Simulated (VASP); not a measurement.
# Ir (Im-3m) in VASP: notebook

Runs on Ir. Level: revPBE. Tasks: single point.

Program: VASP 6.6.1. These are calculated values, not measurements. Logs are shortened: lines on timing, memory, paths and dates and some standing lists are left out, and cuts for length are marked.

**1. The cell of the first run**

The structure is cubic, space group Im-3m (No. 229). The conventional cell has a = 3.162 Å, b = 3.162 Å, c = 3.162 Å, α = 90.00°, β = 90.00°, γ = 90.00°. Within 3.6 Å of Ir (site symmetry m-3m) lie 14 Ir at 2.74 to 3.16 Å.

**2. Single point, revPBE (volume scaled by 1.04)**

INCAR reads:

```
SYSTEM = Ir
ALGO = Normal
EDIFF = 1E-6
ENCUT = 520
GGA = RE
ISIF = 2
ISMEAR = -1
LASPH = .TRUE.
LCHARG = .FALSE.
LREAL = .FALSE.
LWAVE = .FALSE.
NBANDS = 10
NELM = 60
PREC = Accurate
SIGMA = 0.1
```

KPOINTS reads:

```
k-points
0
G
  16 16 16
  0 0 0
```

POSCAR reads:

```
Ir
1.0
   -1.5811775429      1.5811775429      1.5811775429
    1.5811775429     -1.5811775429      1.5811775429
    1.5811775429      1.5811775429     -1.5811775429
Ir
1
Direct
    0.0000000000      0.0000000000      0.0000000000
```

Potentials or basis: VASP PAW PBE potentials, release 64 (Ir).

Launch:

```bash
$ cat potpaw_PBE.64/Ir/POTCAR > POTCAR
$ mpirun -np 1 vasp_std > vasp.out
```

OUTCAR:

```text
SYSTEM = Ir
   EDIFF = 1E-6
   ENCUT = 520
   GGA = RE
   ISIF = 2
   ISMEAR = -1
   LASPH = .TRUE.
   LREAL = .FALSE.
   NELM = 60
   PREC = Accurate

 ion  position               nearest neighbor table
   1  0.000  0.000  0.000-

  LATTYP: Found a body centered cubic cell.
 ALAT       =     3.1623550858

  Lattice vectors:

 A1 = (  -1.5811775429,   1.5811775429,   1.5811775429)
 A2 = (   1.5811775429,  -1.5811775429,   1.5811775429)
 A3 = (   1.5811775429,   1.5811775429,  -1.5811775429)

Analysis of symmetry for initial positions (statically):
=====================================================================
 Subroutine PRICEL returns:
 Original cell was already a primitive cell.

 Routine SETGRP: Setting up the symmetry group for a
 body centered cubic supercell.

 Subroutine GETGRP returns: Found 48 space group operations
 (whereof 48 operations were pure point group operations)
 out of a pool of 48 trial point group operations.

The static configuration has the point symmetry O_h .

Analysis of symmetry for dynamics (positions and initial velocities):
=====================================================================
 Subroutine PRICEL returns:
 Original cell was already a primitive cell.

 Routine SETGRP: Setting up the symmetry group for a
 body centered cubic supercell.

 Subroutine GETGRP returns: Found 48 space group operations
 (whereof 48 operations were pure point group operations)
 out of a pool of 48 trial point group operations.

The dynamic configuration has the point symmetry O_h .

 Subroutine INISYM returns: Found 48 space group operations
 (whereof 48 operations are pure point group operations),
 and found     1 'primitive' translations

----------------------------------------------------------------------------------------

                                     Primitive cell

  volume of cell :      15.8125

  direct lattice vectors                    reciprocal lattice vectors
    -1.581177543  1.581177543  1.581177543     0.000000000  0.316220024  0.316220024
     1.581177543 -1.581177543  1.581177543     0.316220024  0.000000000  0.316220024
     1.581177543  1.581177543 -1.581177543     0.316220024  0.316220024  0.000000000

  length of vectors
     2.738679840  2.738679840  2.738679840     0.447202646  0.447202646  0.447202646

  position of ions in fractional coordinates (direct lattice)
     0.000000000  0.000000000  0.000000000

  ion indices of the primitive-cell ions
   primitive index   ion index
                 1           1

----------------------------------------------------------------------------------------

 KPOINTS: k-points

Automatic generation of k-mesh.
 Grid dimensions read from file:
 generate k-points for:   16   16   16

 Generating k-lattice:

  Cartesian coordinates                     Fractional coordinates (reciprocal lattice)
     0.000000000  0.019763751  0.019763751     0.062500000  0.000000000  0.000000000
     0.019763751  0.000000000  0.019763751     0.000000000  0.062500000  0.000000000
     0.019763751  0.019763751  0.000000000     0.000000000  0.000000000  0.062500000

  Length of vectors
     0.027950165  0.027950165  0.027950165

  Shift w.r.t. Gamma in fractional coordinates (k-lattice)
     0.000000000  0.000000000  0.000000000

 Subroutine IBZKPT returns following result:
 ===========================================

 Found    145 irreducible k-points:

 Following reciprocal coordinates:
            Coordinates               Weight
  0.000000  0.000000  0.000000      1.000000
  0.062500  0.000000  0.000000     12.000000
  0.125000  0.000000  0.000000     12.000000
  0.187500  0.000000  0.000000     12.000000
  0.250000  0.000000  0.000000     12.000000
  0.312500  0.000000  0.000000     12.000000
[... 16 lines left out ...]
  0.187500  0.187500  0.000000     24.000000
  0.250000  0.187500  0.000000     48.000000
 [... further k-points ...]
   k-points           NKPTS =    145   k-points in BZ     NKDIM =    145   number of bands    NBANDS=     10
   number of dos      NEDOS =    301   number of ions     NIONS =      1
   total plane-waves  NPLWV =   8000
   dimension x,y,z NGX =    20 NGY =   20 NGZ =   20
   dimension x,y,z NGXF=    40 NGYF=   40 NGZF=   40
   ions per type =               1
   NGX,Y,Z   is equivalent  to a cutoff of  12.14, 12.14, 12.14 a.u.
   NGXF,Y,Z  is equivalent  to a cutoff of  24.28, 24.28, 24.28 a.u.
 SYSTEM =  Ir
   PREC   = accura    normal or accurate (medium, high low for compatibility)
   ISTART =      0    job   : 0-new  1-cont  2-samecut
   ICHARG =      2    charge: 1-file 2-atom 10-const
   ISPIN  =      1    spin polarized calculation?
   LNONCOLLINEAR =      F non collinear calculations
   LSORBIT =      F    spin-orbit coupling
   LASPH  =      T    aspherical Exc in radial PAW
   ENCUT  =  520.0 eV  38.22 Ry    6.18 a.u.   5.09  5.09  5.09*2*pi/ulx,y,z
   NELM   =     60;   NELMIN=  2; NELMDL= -5     # of ELM steps
   EDIFF  = 0.1E-05   stopping-criterion for ELM
   LREAL  =      F    real-space projection
   EDIFFG = 0.1E-04   stopping-criterion for IOM
   NSW    =      0    number of steps for IOM
   IBRION =     -1    ionic relax: 0-MD 1-quasi-New 2-CG
   NFREE  =      0    steps in history (QN), initial steepest desc. (CG)
   ISIF   =      2    stress and relaxation
   ISYM   =      2    0-nonsym 1-usesym 2-fastsym
   POTIM  = 0.5000    time-step for ionic-motion
   TEBEG  =    0.0;   TEEND  =   0.0 temperature during run
   PSTRESS=    0.0 pullay stress
   NELECT =       9.0000    total number of electrons
   NUPDOWN=      -1.0000    fix difference up-down
   EMIN   =  10.00;   EMAX   =-10.00  energy-range for DOS
   EFERMI =   0.00;   METHOD = LEGACY
   ISMEAR =    -1;   SIGMA  =   0.10  broadening in eV -4-tet -1-fermi 0-gaus
   EFERMI_NEDOS =   21; number of points for ismear=-14 and -15
   IALGO  =     38    algorithm
   IMIX   =      4    mixing-type and parameters
     AMIX     =   0.40;   BMIX     =  1.00
     AMIX_MAG =   1.60;   BMIX_MAG =  1.00
  volume/ion in A,a.u.               =      15.81       106.71
  Fermi-wavevector in a.u.,A,eV,Ry     =   1.356714  2.563818 25.043882  1.840673
  Thomas-Fermi vector in A             =   2.483694
   LORBIT       =      0    0 simple, 1 ext, 2 COOP (PROOUT), +10 PAW based schemes
   GGA     = RE    functional components
   LHFCALC =     F    Hartree Fock is set to
   AEXX    =    0.0000 exact exchange contribution
   IVDW    =     0    specifies the selected vdW correction
   LEPSILON=     F    determine dielectric tensor
   LRPA    =     F    only Hartree local field effects (RPA)
 non-spin polarized calculation
  energy-cutoff  :      520.00
  volume of cell :       15.81
 maximum number of plane-waves:       438
   NGX = 11   NGY = 11   NGZ = 11

 number of electron       8.9999999 magnetization

 Free energy of the ion-electron system (eV)
  ---------------------------------------------------
  ext. energy  EPLUGINS =         0.00000000
  ---------------------------------------------------
  free energy    TOTEN  =        -7.71747107 eV

  energy without entropy =       -7.63553458  energy(sigma->0) =       -7.67650282

 E-fermi :   8.4214     XC(G=0): -13.2800

 val. band max:        8.4201382444   @ k =   0.2500   0.2500   0.0625
 cond. band min:       8.4215798145   @ k =   0.2500   0.2500   0.1250
 fundamental gap:      0.0014415701
 Fermi energy:         8.4214462327

 k-point     1 :       0.0000    0.0000    0.0000
  band No.  band energies     occupation
      1      -1.2961      2.00000
      2       5.2825      2.00000
      3       5.2825      2.00000
      4       5.2825      2.00000
      5       7.9748      1.97729
      6       7.9748      1.97729
      7      25.3114      0.00000
      8      25.3114      0.00000
      9      25.3114      0.00000
     10      35.1965      0.00000

 k-point     2 :       0.0625    0.0000    0.0000
  band No.  band energies     occupation
      1      -1.1322      2.00000
      2       5.2109      2.00000
      3       5.2792      2.00000
      4       5.4223      2.00000
      5       7.8790      1.99122
      6       7.9798      1.97614
      7      25.3971      0.00000
      8      25.4840      0.00000
      9      25.5611      0.00000
     10      33.4549      0.00000

 k-point     3 :       0.1250    0.0000    0.0000
  band No.  band energies     occupation
      1      -0.6583      2.00000
      2       5.0127      2.00000
      3       5.2526      2.00000
      4       5.8341      2.00000
      5       7.6681      1.99893
      6       7.9980      1.97144
      7      25.5138      0.00000
      8      25.7329      0.00000
      9      26.2858      0.00000
     10      31.7317      0.00000

 k-point     4 :       0.1875    0.0000    0.0000
  band No.  band energies     occupation
      1       0.0603      2.00000
      2       4.7305      2.00000
      3       5.1900      2.00000
      4       6.4940      2.00000
      5       7.5084      1.99978
      6       8.0369      1.95814
      7      25.1667      0.00000
      8      25.2339      0.00000
      9      27.4172      0.00000
     10      31.0369      0.00000
[... 222 lines left out ...]
 k-point    22 :       0.4375    0.1250   -0.0000
  band No.  band energies     occupation
      1       2.1966      2.00000
      2       3.8027      2.00000
      3       6.7908      2.00000
      4       7.7344      1.99793
      5       8.8927      0.01780
      6      11.9318      0.00000
      7      15.2599      0.00000
      8      21.4169      0.00000
      9      23.6279      0.00000
     10      32.3451      0.00000

 k-point    23 :       0.1875    0.1875    0.0000
  band No.  band energies     occupation
      1       2.0227      2.00000
      2       4.3860      2.00000
      3       4.5736      2.00000
      4       7.3275      1.99996
      5       8.3481      1.35130
      6       9.1619      0.00122
      7      21.2530      0.00000
      8      23.3107      0.00000
      9      25.9332      0.00000
     10      28.5410      0.00000

 k-point    24 :       0.2500    0.1875    0.0000
  band No.  band energies     occupation
      1       2.5142      2.00000
      2       4.1614      2.00000
      3       4.8822      2.00000
      4       7.4818      1.99983
      5       8.4179      1.01754
      6      10.4519      0.00000
      7      19.0970      0.00000
      8      22.1183      0.00000
      9      24.9716      0.00000
     10      29.3808      0.00000

 [... further k-points ...]
[... 5 lines left out ...]
  --------------------------------------------------------------------------------------
  -------------------------------------------------------------------------------------
  Total       -0.9953669     -0.9953669     -0.9953669     -0.0000000      0.0000000     -0.0000000
  in kB     -100.8537091   -100.8537091   -100.8537091     -0.0000000      0.0000000     -0.0000000
  external PRESSURE =    -100.8537091 kB  Pullay stress =       0.0000000 kB

 VOLUME and BASIS-vectors are now :
 -----------------------------------------------------------------------------
  energy-cutoff  :      520.00
  volume of cell :       15.81
      direct lattice vectors                 reciprocal lattice vectors
    -1.581177543  1.581177543  1.581177543     0.000000000  0.316220024  0.316220024
     1.581177543 -1.581177543  1.581177543     0.316220024  0.000000000  0.316220024
     1.581177543  1.581177543 -1.581177543     0.316220024  0.316220024  0.000000000

 POSITION                                       TOTAL-FORCE (eV/Angst)
 -----------------------------------------------------------------------------------
      0.00000      0.00000      0.00000        -0.000000      0.000000      0.000000
 -----------------------------------------------------------------------------------
    total drift:                                0.000000      0.000000      0.000000

  FREE ENERGIE OF THE ION-ELECTRON SYSTEM (eV)
  ---------------------------------------------------
  free  energy   TOTEN  =        -7.7174710705 eV

  energy  without entropy=       -7.6355345764  energy(sigma->0) =       -7.67650282
```

It took 9.3 s on 1 thread of Intel Xeon Platinum 8488C (Sapphire Rapids), shared host; peak memory 0.14 GiB.

What came out:

| Property | Result |
| --- | --- |
| Free energy | -7.7175 eV |
| Pressure | -10.1 GPa |

Caveat: the PAW data sets were made with another functional, which shifts forces and pressure a little; spin-orbit coupling is left out, which moves the levels of the heavy elements.

**3. Single point, revPBE (volume scaled by 1.08)**

INCAR reads:

```
  ALGO = Normal
  EDIFF = 1E-6
  ENCUT = 520
  GGA = RE
  ISIF = 2
  ISMEAR = -1
  LASPH = True
  LCHARG = False
  LREAL = False
  LWAVE = False
  NBANDS = 10
  NELM = 80
  PREC = Accurate
  SIGMA = 0.1
```

KPOINTS reads:

```
k-points
0
Gamma
  16 16 16
```

POSCAR reads:

```
Ir
1.0
   -1.6011945734      1.6011945734      1.6011945734
    1.6011945734     -1.6011945734      1.6011945734
    1.6011945734      1.6011945734     -1.6011945734
Ir
1
Direct
    0.0000000000      0.0000000000      0.0000000000
```

Potentials or basis: VASP PAW PBE potentials, release 64 (Ir).

Launch:

```bash
$ cat potpaw_PBE.64/Ir/POTCAR > POTCAR
$ mpirun -np 1 vasp_std > vasp.out
```

OUTCAR:

```text
EDIFF = 1E-6
   ENCUT = 520
   GGA = RE
   ISIF = 2
   ISMEAR = -1
   LASPH = True
   LREAL = False
   NELM = 80
   PREC = Accurate

 ion  position               nearest neighbor table
   1  0.000  0.000  0.000-

  LATTYP: Found a body centered cubic cell.
 ALAT       =     3.2023891468

  Lattice vectors:

 A1 = (  -1.6011945734,   1.6011945734,   1.6011945734)
 A2 = (   1.6011945734,  -1.6011945734,   1.6011945734)
 A3 = (   1.6011945734,   1.6011945734,  -1.6011945734)

[... 481 lines left out ...]
      2       3.8469      2.00000
      3       4.5176      2.00000
      4       6.9827      1.99969
      5       7.8528      1.04072
      6       9.7896      0.00000
      7      18.2071      0.00000
      8      21.2168      0.00000
      9      24.1012      0.00000
     10      28.5494      0.00000

 [... further k-points ...]
[... 5 lines left out ...]
  --------------------------------------------------------------------------------------
  -------------------------------------------------------------------------------------
  Total       -1.8753054     -1.8753054     -1.8753054     -0.0000000      0.0000000      0.0000000
  in kB     -182.9743761   -182.9743761   -182.9743761     -0.0000000      0.0000000      0.0000000
  external PRESSURE =    -182.9743761 kB  Pullay stress =       0.0000000 kB

 VOLUME and BASIS-vectors are now :
 -----------------------------------------------------------------------------
  energy-cutoff  :      520.00
  volume of cell :       16.42
      direct lattice vectors                 reciprocal lattice vectors
    -1.601194573  1.601194573  1.601194573     0.000000000  0.312266859  0.312266859
     1.601194573 -1.601194573  1.601194573     0.312266859  0.000000000  0.312266859
     1.601194573  1.601194573 -1.601194573     0.312266859  0.312266859  0.000000000

 POSITION                                       TOTAL-FORCE (eV/Angst)
 -----------------------------------------------------------------------------------
      0.00000      0.00000      0.00000         0.000000      0.000000      0.000000
 -----------------------------------------------------------------------------------
    total drift:                               -0.000000      0.000000      0.000000

  FREE ENERGIE OF THE ION-ELECTRON SYSTEM (eV)
  ---------------------------------------------------
  free  energy   TOTEN  =        -7.6632462507 eV

  energy  without entropy=       -7.5778919592  energy(sigma->0) =       -7.62056910
```

stdout:

```text
POSCAR found type information on POSCAR Ir
 POSCAR found :  1 types and       1 ions
 scaLAPACK will be used
 -----------------------------------------------------------------------------
|                                                                             |
|                                                                             |
|     You enforced a specific xc type in the INCAR file but a different       |
|     I HOPE YOU KNOW WHAT YOU ARE DOING!                                     |
|                                                                             |
 -----------------------------------------------------------------------------

 LDA part: xc-table for (Slater+PW92), standard interpolation
 POSCAR, INCAR and KPOINTS ok, starting setup
 FFT: planning ... GRIDC
 FFT: planning ... GRID_SOFT
 FFT: planning ... GRID
 WAVECAR not read
 entering main loop
```

Run time: 9.1 s. Hardware: 1 thread of Intel Xeon Platinum 8488C (Sapphire Rapids), shared host; peak memory 0.16 GiB.

What came out:

```
Free energy : -7.6632 eV
Pressure    : -18.3 GPa
```

Levels at points of the mesh, in eV from the Fermi level:
```csv
k point,band 2,band 3,band 4,band 5,band 6,band 7
"(0.00, 0.00, 0.00)",-2.96,-2.96,-2.96,-0.41,-0.41,16.85
"(0.50, 0.00, 0.00)",-4.47,-0.59,-0.04,0.21,1.83,6.76
"(0.50, 0.50, 0.50)",-5.78,1.26,1.26,1.26,7.53,7.53
```

Caveat: the PAW data sets were made with another functional, which shifts forces and pressure a little; spin-orbit coupling is left out, which moves the levels of the heavy elements.
